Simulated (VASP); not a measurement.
The system is Hg2Se.

```
Hg Se
1.0
     4.10394    0.00000    0.00000
    -2.05197    3.55411    0.00000
     0.00000    0.00000    6.21769
Hg Se
2 1
Cartesian
  2.0520 1.1847 1.5233
  0.0000 2.3694 4.6944
  0.0000 0.0000 3.1088
```

- Program: VASP 6.6.1
- Task: relaxation of cell and atoms
- Functional: PBE
- Potentials or basis: VASP PAW PBE potentials, release 64 (Hg, Se)
- Cutoff: 600 eV
- k mesh: 6 × 6 × 4
- Occupations: gaussian, width 0.1 eV
- Spin: no spin polarisation

At the start: pressure 0.3 GPa; volume 30.23 Å³/atom.

Problem. Where does the relaxation end?

Solution. Over 18 steps the energy falls by 168.7 meV/atom and the volume is 25.73 Å³/atom (-14.9 %); space group P-3m1 (No. 164, to 0.05 Å).

The path:
```tsv
step	energy change (eV)	largest force (eV/Å)	pressure (GPa)	volume (Å³)
1	0.0000	0.4840	0.27	90.69
2	-0.0866	0.4124	-0.58	91.30
3	-0.2295	0.2212	-2.48	92.48
4	-0.3061	0.3430	-1.86	88.44
5	-0.3842	0.5150	-0.02	81.52
6	-0.3873	0.5578	0.98	78.95
7	-0.4161	0.3909	0.96	77.63
8	-0.4187	0.1843	1.22	76.21
9	-0.4212	0.2678	1.10	76.75
10	-0.4463	0.1435	-0.39	79.05
11	-0.4493	0.0834	-1.05	80.23
12	-0.4711	0.0555	-0.91	79.69
13	-0.5036	0.0771	-0.49	78.04
14	-0.5040	0.1018	-0.37	77.81
15	-0.5040	0.0920	-0.47	77.90
16	-0.5051	0.0101	0.39	76.64
17	-0.5056	0.0413	0.06	77.10
18	-0.5061	0.0241	0.01	77.19
```

Final structure:
```cif
data_structure
_symmetry_space_group_name_H-M 'P 1'
_symmetry_Int_Tables_number 1
_cell_length_a 4.1554
_cell_length_b 4.1554
_cell_length_c 5.1618
_cell_angle_alpha 90.000
_cell_angle_beta 90.000
_cell_angle_gamma 120.000
_cell_volume 77.19
loop_
_atom_site_label
_atom_site_type_symbol
_atom_site_fract_x
_atom_site_fract_y
_atom_site_fract_z
_atom_site_occupancy
Hg1 Hg 0.66667 0.33333 0.18302 1
Hg2 Hg 0.33333 0.66667 0.81698 1
Se1 Se 0.00000 0.00000 0.50000 1
```
